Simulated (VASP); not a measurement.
# YbBi (P-6m2) in VASP: notebook

The runs below take YbBi through single point, with PBE+U.

All numbers are computed with VASP 6.6.1; they aren't measurements. Logs are shortened: lines on timing, memory, paths and dates and some standing lists are left out, and cuts for length are marked.

### 1 The cell of the first run

The structure is hexagonal, space group P-6m2 (No. 187). The conventional cell has a = 4.043 Å, b = 4.043 Å, c = 4.644 Å, α = 90.00°, β = 90.00°, γ = 120.00°. Yb (site symmetry -6m2) has 6 Bi at 3.29 Å and 6 Yb at 4.04 Å within 4.3 Å. Bi (site symmetry -6m2) has 6 Yb at 3.29 Å and 6 Bi at 4.04 Å within 4.3 Å.

### 2 Single point, PBE+U, collinear spin, zero start (32.88 Å³/atom)

INCAR reads:

```
  PREC = Accurate
  ENCUT = 520
  EDIFF = 1E-7
  ISMEAR = 0
  SIGMA = 0.05
  LREAL = F
  LASPH = T
  NELM = 150
  ALGO = Normal
  ISIF = 2
  LWAVE = F
  LCHARG = F
  ISPIN = 2
  MAGMOM = 0 0
  LORBIT = 11
  LMAXMIX = 6
  LDAU = T
  LDAUTYPE = 2
  LDAUL = 3 -1
  LDAUU = 6 0
  LDAUJ = 0 0
  LDAUPRINT = 1
  GGA = PE
  NBANDS = 30
```

KPOINTS reads:

```
regular mesh
0
Gamma
  8 8 8
```

POSCAR reads:

```
YbBi
1.0
    4.0432978343      0.0000000000      0.0000000000
   -2.0216489172      3.5015986396      0.0000000000
    0.0000000000      0.0000000000      4.6442442675
Yb Bi
1 1
Direct
    0.0000000000      0.0000000000      0.0000000000
    0.6666666667      0.3333333333      0.5000000000
```

Potentials or basis: VASP PAW PBE potentials, release 64 (Yb, Bi_d).

Command:

```
$ cat potpaw_PBE.64/Yb/POTCAR potpaw_PBE.64/Bi_d/POTCAR > POTCAR
$ mpirun -np 1 vasp_std > vasp.out
```

OUTCAR:

```text
PREC = Accurate
   ENCUT = 520
   EDIFF = 1E-7
   ISMEAR = 0
   LREAL = F
   LASPH = T
   NELM = 150
   ISIF = 2
   ISPIN = 2
   LORBIT = 11
   GGA = PE

 ion  position               nearest neighbor table
   1  0.000  0.000  0.000-   2 3.29   2 3.29   2 3.29   2 3.29   2 3.29   2 3.29
   2  0.667  0.333  0.500-   1 3.29   1 3.29   1 3.29   1 3.29   1 3.29   1 3.29

  LATTYP: Found a hexagonal cell.
 ALAT       =     4.0432978343
 C/A-ratio  =     1.1486277929

  Lattice vectors:

 A1 = (   4.0432978343,   0.0000000000,   0.0000000000)
 A2 = (  -2.0216489172,   3.5015986396,   0.0000000000)
 A3 = (   0.0000000000,   0.0000000000,   4.6442442675)

Analysis of symmetry for initial positions (statically):
=====================================================================
 Subroutine PRICEL returns:
 Original cell was already a primitive cell.

 Routine SETGRP: Setting up the symmetry group for a
 hexagonal supercell.

 Subroutine GETGRP returns: Found 12 space group operations
 (whereof 12 operations were pure point group operations)
 out of a pool of 24 trial point group operations.

The static configuration has the point symmetry D_3h.

Analysis of symmetry for dynamics (positions and initial velocities):
=====================================================================
 Subroutine PRICEL returns:
 Original cell was already a primitive cell.

 Routine SETGRP: Setting up the symmetry group for a
 hexagonal supercell.

 Subroutine GETGRP returns: Found 12 space group operations
 (whereof 12 operations were pure point group operations)
 out of a pool of 24 trial point group operations.

The dynamic configuration has the point symmetry D_3h.

Analysis of structural, dynamic, and magnetic symmetry:
=====================================================================
 Subroutine PRICEL returns:
 Original cell was already a primitive cell.

 Routine SETGRP: Setting up the symmetry group for a
 hexagonal supercell.

 Subroutine GETGRP returns: Found 12 space group operations
 (whereof 12 operations were pure point group operations)
 out of a pool of 24 trial point group operations.

The overall configuration has the point symmetry D_3h.

 Subroutine INISYM returns: Found 12 space group operations
 (whereof 12 operations are pure point group operations),
 and found     1 'primitive' translations

----------------------------------------------------------------------------------------

                                     Primitive cell

  volume of cell :      65.7532

  direct lattice vectors                    reciprocal lattice vectors
     4.043297834  0.000000000  0.000000000     0.247322864  0.142791922  0.000000000
    -2.021648917  3.501598640  0.000000000     0.000000000  0.285583844  0.000000000
     0.000000000  0.000000000  4.644244268     0.000000000  0.000000000  0.215320285

  length of vectors
     4.043297834  4.043297834  4.644244268     0.285583844  0.285583844  0.215320285

  position of ions in fractional coordinates (direct lattice)
     0.000000000  0.000000000  0.000000000
     0.666666667  0.333333333  0.500000000

  ion indices of the primitive-cell ions
   primitive index   ion index
                 1           1
                 2           2

----------------------------------------------------------------------------------------

 KPOINTS: regular mesh

Automatic generation of k-mesh.
 Grid dimensions read from file:
 generate k-points for:    8    8    8

 Generating k-lattice:

  Cartesian coordinates                     Fractional coordinates (reciprocal lattice)
[... 63 lines left out ...]
   NSW    =      0    number of steps for IOM
   IBRION =     -1    ionic relax: 0-MD 1-quasi-New 2-CG
   NFREE  =      0    steps in history (QN), initial steepest desc. (CG)
   ISIF   =      2    stress and relaxation
   ISYM   =      2    0-nonsym 1-usesym 2-fastsym
   POTIM  = 0.5000    time-step for ionic-motion
   TEBEG  =    0.0;   TEEND  =   0.0 temperature during run
   PSTRESS=    0.0 pullay stress
   NELECT =      39.0000    total number of electrons
   NUPDOWN=      -1.0000    fix difference up-down
   EMIN   =  10.00;   EMAX   =-10.00  energy-range for DOS
   EFERMI =   0.00;   METHOD = LEGACY
   ISMEAR =     0;   SIGMA  =   0.05  broadening in eV -4-tet -1-fermi 0-gaus
   EFERMI_NEDOS =   21; number of points for ismear=-14 and -15
   IALGO  =     38    algorithm
   IMIX   =      4    mixing-type and parameters
     AMIX     =   0.40;   BMIX     =  1.00
     AMIX_MAG =   1.60;   BMIX_MAG =  1.00
  volume/ion in A,a.u.               =      32.88       221.86
  Fermi-wavevector in a.u.,A,eV,Ry     =   1.375490  2.599298 25.741838  1.891972
  Thomas-Fermi vector in A             =   2.500821
   LORBIT       =     11    0 simple, 1 ext, 2 COOP (PROOUT), +10 PAW based schemes
 LDA+U is selected, type is set to LDAUTYPE =  2
   angular momentum for each species LDAUL =     3   -1
   U (eV)           for each species LDAUU =   6.0  0.0
   J (eV)           for each species LDAUJ =   0.0  0.0
   GGA     = PE    functional components
   LHFCALC =     F    Hartree Fock is set to
   AEXX    =    0.0000 exact exchange contribution
   IVDW    =     0    specifies the selected vdW correction
   LEPSILON=     F    determine dielectric tensor
   LRPA    =     F    only Hartree local field effects (RPA)
 spin polarized calculation
 Gauss-broadening in eV      SIGMA  =   0.05
  energy-cutoff  :      520.00
  volume of cell :       65.75
 maximum number of plane-waves:      1811
   NGX = 15   NGY = 15   NGZ = 17

 number of electron      38.9999987 magnetization      -0.0000047

atom =   1  type =  1  l = 3

 onsite density matrix

spin component  1

  0.9885  0.0000  0.0000  0.0000  0.0000  0.0000 -0.0000
  0.0000  0.9875  0.0000  0.0000 -0.0000  0.0000 -0.0000
  0.0000  0.0000  0.9853  0.0000 -0.0000 -0.0000 -0.0000
  0.0000  0.0000  0.0000  0.9896 -0.0000  0.0000  0.0000
  0.0000 -0.0000 -0.0000 -0.0000  0.9853 -0.0000  0.0000
  0.0000  0.0000 -0.0000  0.0000 -0.0000  0.9875 -0.0000
 -0.0000 -0.0000 -0.0000  0.0000  0.0000 -0.0000  0.9871

spin component  2

  0.9885  0.0000  0.0000 -0.0000  0.0000  0.0000 -0.0000
  0.0000  0.9875  0.0000  0.0000  0.0000  0.0000 -0.0000
  0.0000  0.0000  0.9853  0.0000 -0.0000 -0.0000 -0.0000
 -0.0000  0.0000  0.0000  0.9896 -0.0000  0.0000  0.0000
  0.0000  0.0000 -0.0000 -0.0000  0.9853  0.0000  0.0000
  0.0000  0.0000 -0.0000  0.0000  0.0000  0.9875 -0.0000
 -0.0000 -0.0000 -0.0000  0.0000  0.0000 -0.0000  0.9871

 occupancies and eigenvectors

  o =  0.9853  v = -0.0000  0.0000  0.4953 -0.0000  0.8687 -0.0000 -0.0000  0.0000  0.0000  0.0000  0.0000  0.0000  0.0000  0.0000      0.0000  0.0000  0.0000  0.0000  0.0000  0.0000  0.0000  0.0000  0.0000  0.0000  0.0000  0.0000  0.0000  0.0000
  o =  0.9853  v =  0.0000  0.0000 -0.8687 -0.0000  0.4953 -0.0000 -0.0000  0.0000  0.0000  0.0000  0.0000  0.0000  0.0000  0.0000      0.0000  0.0000  0.0000  0.0000  0.0000  0.0000  0.0000  0.0000  0.0000  0.0000  0.0000  0.0000  0.0000  0.0000
  o =  0.9853  v =  0.0000  0.0000  0.0000  0.0000  0.0000  0.0000  0.0000 -0.0000  0.0000  0.4953 -0.0000  0.8687 -0.0000 -0.0000      0.0000  0.0000  0.0000  0.0000  0.0000  0.0000  0.0000  0.0000  0.0000  0.0000  0.0000  0.0000  0.0000  0.0000
  o =  0.9853  v =  0.0000  0.0000  0.0000  0.0000  0.0000  0.0000  0.0000  0.0000  0.0000 -0.8687 -0.0000  0.4953 -0.0000 -0.0000      0.0000  0.0000  0.0000  0.0000  0.0000  0.0000  0.0000  0.0000  0.0000  0.0000  0.0000  0.0000  0.0000  0.0000
  o =  0.9871  v =  0.0000 -0.0000 -0.0000 -0.0000  0.0000  0.0000  1.0000  0.0000  0.0000  0.0000  0.0000  0.0000  0.0000  0.0000      0.0000  0.0000  0.0000  0.0000  0.0000  0.0000  0.0000  0.0000  0.0000  0.0000  0.0000  0.0000  0.0000  0.0000
  o =  0.9871  v =  0.0000  0.0000  0.0000  0.0000  0.0000  0.0000  0.0000  0.0000 -0.0000 -0.0000 -0.0000  0.0000  0.0000  1.0000      0.0000  0.0000  0.0000  0.0000  0.0000  0.0000  0.0000  0.0000  0.0000  0.0000  0.0000  0.0000  0.0000  0.0000
  o =  0.9875  v = -0.0000  0.9325  0.0000 -0.0000 -0.0000 -0.3612  0.0000  0.0000  0.0000  0.0000  0.0000  0.0000  0.0000  0.0000      0.0000  0.0000  0.0000  0.0000  0.0000  0.0000  0.0000  0.0000  0.0000  0.0000  0.0000  0.0000  0.0000  0.0000
  o =  0.9875  v =  0.0000 -0.3612  0.0000  0.0000  0.0000 -0.9325 -0.0000  0.0000  0.0000  0.0000  0.0000  0.0000  0.0000  0.0000      0.0000  0.0000  0.0000  0.0000  0.0000  0.0000  0.0000  0.0000  0.0000  0.0000  0.0000  0.0000  0.0000  0.0000
  o =  0.9875  v =  0.0000  0.0000  0.0000  0.0000  0.0000  0.0000  0.0000  0.0000 -0.9971 -0.0000  0.0000  0.0000  0.0764 -0.0000      0.0000  0.0000  0.0000  0.0000  0.0000  0.0000  0.0000  0.0000  0.0000  0.0000  0.0000  0.0000  0.0000  0.0000
  o =  0.9875  v =  0.0000  0.0000  0.0000  0.0000  0.0000  0.0000  0.0000 -0.0000  0.0764 -0.0000 -0.0000  0.0000  0.9971  0.0000      0.0000  0.0000  0.0000  0.0000  0.0000  0.0000  0.0000  0.0000  0.0000  0.0000  0.0000  0.0000  0.0000  0.0000
  o =  0.9885  v = -1.0000 -0.0000 -0.0000  0.0000 -0.0000 -0.0000  0.0000  0.0000  0.0000  0.0000  0.0000  0.0000  0.0000  0.0000      0.0000  0.0000  0.0000  0.0000  0.0000  0.0000  0.0000  0.0000  0.0000  0.0000  0.0000  0.0000  0.0000  0.0000
  o =  0.9885  v =  0.0000  0.0000  0.0000  0.0000  0.0000  0.0000  0.0000 -1.0000 -0.0000 -0.0000  0.0000 -0.0000 -0.0000  0.0000      0.0000  0.0000  0.0000  0.0000  0.0000  0.0000  0.0000  0.0000  0.0000  0.0000  0.0000  0.0000  0.0000  0.0000
  o =  0.9896  v = -0.0000 -0.0000  0.0000 -1.0000 -0.0000 -0.0000 -0.0000  0.0000  0.0000  0.0000  0.0000  0.0000  0.0000  0.0000      0.0000  0.0000  0.0000  0.0000  0.0000  0.0000  0.0000  0.0000  0.0000  0.0000  0.0000  0.0000  0.0000  0.0000
  o =  0.9896  v =  0.0000  0.0000  0.0000  0.0000  0.0000  0.0000  0.0000 -0.0000 -0.0000  0.0000 -1.0000 -0.0000 -0.0000 -0.0000      0.0000  0.0000  0.0000  0.0000  0.0000  0.0000  0.0000  0.0000  0.0000  0.0000  0.0000  0.0000  0.0000  0.0000

 number of electron      38.9999987 magnetization       0.0000004

 Free energy of the ion-electron system (eV)
  ---------------------------------------------------
  ext. energy  EPLUGINS =         0.00000000
  ---------------------------------------------------
  free energy    TOTEN  =        -7.75023833 eV

  energy without entropy =       -7.74908405  energy(sigma->0) =       -7.74966119

 E-fermi :   4.1669     XC(G=0):  -9.7753

 val. band max:        4.1399783812   @ k =   0.1250   0.0000   0.1250
 cond. band min:       4.2136685801   @ k =   0.3750   0.0000   0.5000
 fundamental gap:      0.0736901989
 Fermi energy:         4.1669372215

 spin component 1

 k-point     1 :       0.0000    0.0000    0.0000
  band No.  band energies     occupation
      1     -46.2324      1.00000
      2     -18.8049      1.00000
      3     -18.8049      1.00000
      4     -18.7554      1.00000
      5     -17.9758      1.00000
      6     -17.9758      1.00000
[... 1577 lines left out ...]
     29      14.0553      0.00000
     30      15.3792      0.00000

 [... further k-points ...]

------------------------ aborting loop because EDIFF is reached ----------------------------------------

  FORCE on cell =-STRESS in cart. coord.  units (eV):
  Direction    XX          YY          ZZ          XY          YZ          ZX
  --------------------------------------------------------------------------------------
  -------------------------------------------------------------------------------------
  Total        0.2478521      0.2478521      0.1577777     -0.0000000     -0.0000000      0.0000000
  in kB        6.0392930      6.0392930      3.8444925     -0.0000000     -0.0000000      0.0000000
  external PRESSURE =       5.3076929 kB  Pullay stress =       0.0000000 kB

 VOLUME and BASIS-vectors are now :
 -----------------------------------------------------------------------------
  energy-cutoff  :      520.00
  volume of cell :       65.75
      direct lattice vectors                 reciprocal lattice vectors
     4.043297834  0.000000000  0.000000000     0.247322864  0.142791922  0.000000000
    -2.021648917  3.501598640  0.000000000     0.000000000  0.285583844  0.000000000
     0.000000000  0.000000000  4.644244268     0.000000000  0.000000000  0.215320285

 POSITION                                       TOTAL-FORCE (eV/Angst)
 -----------------------------------------------------------------------------------
      0.00000      0.00000      0.00000        -0.000000      0.000000      0.000000
      2.02165      1.16720      2.32212         0.000000      0.000000      0.000000
 -----------------------------------------------------------------------------------
    total drift:                               -0.000000      0.000000      0.000000

  FREE ENERGIE OF THE ION-ELECTRON SYSTEM (eV)
  ---------------------------------------------------
  free  energy   TOTEN  =        -7.7502383251 eV

  energy  without entropy=       -7.7490840461  energy(sigma->0) =       -7.74966119

 total charge

# of ion       s       p       d       f       tot
--------------------------------------------------
    1        2.127   6.043   0.262  13.814  22.246
    2        1.474   1.547   9.887   0.000  12.908
--------------------------------------------------
tot          3.600   7.590  10.149  13.814  35.154

 magnetization (x)

# of ion       s       p       d       f       tot
--------------------------------------------------
    1        0.000  -0.000   0.000  -0.000  -0.000
    2       -0.000  -0.000   0.000   0.000  -0.000
--------------------------------------------------
tot          0.000  -0.000   0.000  -0.000  -0.000
```

Wall time 2.9 min (1 thread of Intel Xeon 6975P-C (Granite Rapids), shared host); peak memory 0.32 GiB.

What came out:

```
Free energy                                           : -7.7502 eV
Pressure                                              : 0.5 GPa
Net moment                                            : 0.00 μB per cell
Valence electrons inside the program's atomic spheres : Yb 22.25; Bi 12.91
```

Stress tensor (GPa, compression positive):
```
0.60 0.00 0.00
0.00 0.60 0.00
0.00 0.00 0.38
```

Eigenvalues of the final occupation matrices:
```tsv
site	spin	trace	eigenvalues
site 1 f	1	6.91	0.99 0.99 0.99 0.99 0.99 0.99 0.99
site 1 f	2	6.91	0.99 0.99 0.99 0.99 0.99 0.99 0.99
```

Caveat: no moment was typed at the start, so none could form; spin-orbit coupling is left out, which moves the levels of the heavy elements.

### 3 Single point, PBE+U, collinear spin

This run uses another cell than the first one, of 33.55 Å³/atom.

INCAR reads:

```
PREC = Accurate ; ENCUT = 520
EDIFF = 1E-7 ; ISMEAR = 0
SIGMA = 0.05 ; LREAL = F
LASPH = T ; NELM = 150
ALGO = Normal ; ISIF = 2
LWAVE = F ; LCHARG = F
ISPIN = 2 ; MAGMOM = 0.05 0
LORBIT = 11 ; LMAXMIX = 6
LDAU = T ; LDAUTYPE = 2
LDAUL = 3 -1 ; LDAUU = 6 0
LDAUJ = 0 0 ; LDAUPRINT = 1
GGA = PE ; NBANDS = 30
```

KPOINTS is that of step 2.

POSCAR reads:

```
YbBi
1.0
    4.0763409726      0.0000000000      0.0000000000
   -2.0381704863      3.5302148368      0.0000000000
    0.0000000000      0.0000000000      4.6625063472
Yb Bi
1 1
Direct
    0.0000000000      0.0000000000      0.0000000000
    0.6666666667      0.3333333333      0.5000000000
```

Potentials or basis: VASP PAW PBE potentials, release 64 (Yb, Bi_d).

Command:

```
$ cat potpaw_PBE.64/Yb/POTCAR potpaw_PBE.64/Bi_d/POTCAR > POTCAR
$ mpirun -np 1 vasp_std > vasp.out
```

It took 3.9 min on 1 thread of Intel Xeon 6975P-C (Granite Rapids), shared host; peak memory 0.33 GiB.

Results (log left out):

- Free energy: -7.7532 eV
- Pressure: -0.1 GPa
- Net moment: 0.00 μB per cell
- Valence electrons inside the program's atomic spheres: Yb 22.23; Bi 12.90

Stress tensor (GPa, compression positive):
```
 0.02  0.00  0.00
 0.00  0.02  0.00
 0.00  0.00 -0.30
```

Levels at points of the mesh, in eV from the Fermi level:
Spin up:
```tsv
k point	band 16	band 17	band 18	band 19	band 20	band 21	band 22	band 23
(0.00, 0.00, 0.00)	-1.21	-1.20	-0.65	-0.46	0.97	0.97	3.11	4.77
(0.50, 0.00, 0.00)	-1.20	-1.20	-1.19	-0.76	0.62	1.18	3.19	4.23
(0.00, 0.00, 0.50)	-1.20	-1.18	-1.18	1.55	1.55	3.19	3.19	3.52
(0.50, 0.00, 0.50)	-1.22	-1.20	-1.18	-1.18	-0.13	0.59	3.82	4.11
```
Spin down:
```csv
k point,band 15,band 16,band 17,band 18,band 19,band 20,band 21,band 22,band 23,band 24
"(0.00, 0.00, 0.00)",-1.21,-1.21,-1.20,-0.65,-0.46,0.97,0.97,3.11,4.77,4.77
"(0.50, 0.00, 0.00)",-1.24,-1.20,-1.20,-1.19,-0.76,0.62,1.18,3.19,4.23,4.66
"(0.00, 0.00, 0.50)",-1.24,-1.20,-1.18,-1.18,1.55,1.55,3.19,3.19,3.52,5.02
"(0.50, 0.00, 0.50)",-1.23,-1.22,-1.20,-1.18,-1.18,-0.13,0.59,3.82,4.11,6.06
```

Eigenvalues of the final occupation matrices:
| site | spin | trace | eigenvalues |
| --- | --- | --- | --- |
| site 1 f | 1 | 6.91 | 0.99 0.99 0.99 0.99 0.99 0.99 0.99 |
| site 1 f | 2 | 6.91 | 0.99 0.99 0.99 0.99 0.99 0.99 0.99 |

Caveat: spin-orbit coupling is left out, which moves the levels of the heavy elements.

### 4 Single point, PBE+U, collinear spin

This run uses another cell than the first one, of 33.55 Å³/atom.

INCAR reads:

```
PREC = Accurate ; ENCUT = 520
EDIFF = 1E-6 ; ISMEAR = 0
SIGMA = 0.05 ; LREAL = False
LASPH = True ; NELM = 150
ALGO = Fast ; ISIF = 2
LWAVE = False ; LCHARG = False
ISPIN = 2 ; MAGMOM = 0.05 0
LORBIT = 11 ; LMAXMIX = 6
LDAU = True ; LDAUTYPE = 2
LDAUL = 3 -1 ; LDAUU = 3 0
LDAUJ = 0 0 ; LDAUPRINT = 1
GGA = PE ; NBANDS = 30
```

KPOINTS reads:

```
Automatic mesh
0
Gamma
  8 8 8
```

POSCAR is that of step 3.

Command:

```
$ cat potpaw_PBE.64/Yb/POTCAR potpaw_PBE.64/Bi_d/POTCAR > POTCAR
$ mpirun -np 1 vasp_std > vasp.out
```

It took 7.9 min on 1 thread of Intel Xeon 6975P-C (Granite Rapids), shared host; peak memory 0.34 GiB.

Results (log left out):

```
Free energy                                           : -8.0655 eV
Pressure                                              : -0.4 GPa
Net moment                                            : 0.00 μB per cell
Valence electrons inside the program's atomic spheres : Yb 22.16; Bi 12.90
```

Stress tensor (GPa, compression positive):
```
 0.01  0.00  0.00
 0.00  0.01  0.00
 0.00  0.00 -1.22
```

Levels at points of the mesh, in eV from the Fermi level:
Spin up:
```tsv
k point	band 16	band 17	band 18	band 19	band 20	band 21	band 22	band 23
(0.00, 0.00, 0.00)	-0.57	-0.57	-0.54	-0.35	0.98	1.12	3.00	4.55
(0.50, 0.00, 0.00)	-0.55	-0.55	-0.55	-0.45	1.30	3.08	4.02	4.57
(0.00, 0.00, 0.50)	-0.54	-0.53	-0.53	1.50	1.50	2.99	2.99	3.34
(0.50, 0.00, 0.50)	-0.57	-0.55	-0.54	-0.53	-0.18	0.68	3.63	4.00
```
Spin down:
```
           k point  band 15  band 16  band 17  band 18  band 19  band 20  band 21  band 22  band 23  band 24
(0.00, 0.00, 0.00)    -0.57    -0.57    -0.57    -0.54    -0.35     0.90     1.08     3.00     4.55     4.55
(0.50, 0.00, 0.00)    -0.58    -0.55    -0.55    -0.55    -0.45     1.10     1.37     3.08     4.02     4.57
(0.00, 0.00, 0.50)    -0.60    -0.54    -0.53    -0.53     1.50     2.99     2.99     2.90     3.34     4.89
(0.50, 0.00, 0.50)    -0.58    -0.57    -0.55    -0.54    -0.53    -0.18     0.46     3.63     4.00     5.81
```

Eigenvalues of the final occupation matrices:
```
    site  spin  trace                         eigenvalues
site 1 f     1   6.87  0.98 0.98 0.98 0.98 0.98 0.99 0.99
site 1 f     2   6.87  0.98 0.98 0.98 0.98 0.98 0.99 0.99
```

Caveat: spin-orbit coupling is left out, which moves the levels of the heavy elements.

### 5 Summary

```csv
spin,U,cell,gap on the mesh (eV),pressure (GPa),moment (μB)
"collinear, zero start",Yb f U = 6.0 eV,"a = 4.043, b = 4.043, c = 4.644 Å, angles 90.0, 90.0, 120.0°, 2 atoms",none,0.5,0.00
collinear,Yb f U = 6.0 eV,"a = 4.076, b = 4.076, c = 4.663 Å, angles 90.0, 90.0, 120.0°, 2 atoms",none,-0.1,0.00
collinear,Yb f U = 3.0 eV,"a = 4.076, b = 4.076, c = 4.663 Å, angles 90.0, 90.0, 120.0°, 2 atoms",none,-0.4,0.00
```

Alike in all rows: task single point; level PBE+U; potentials or basis VASP PAW PBE potentials, release 64 (Yb, Bi_d); k mesh 8 × 8 × 8; cutoff (eV) 520; smearing gaussian 0.05 eV.

Caveats: spin-orbit coupling is left out, which moves the levels of the heavy elements; no moment was typed at the start, so none could form (at least some runs).

Total energies depend on the potentials used, so only differences within one code and one set of settings carry meaning.

The gap in the log of VASP goes by the Fermi energy; the results here count the filled bands.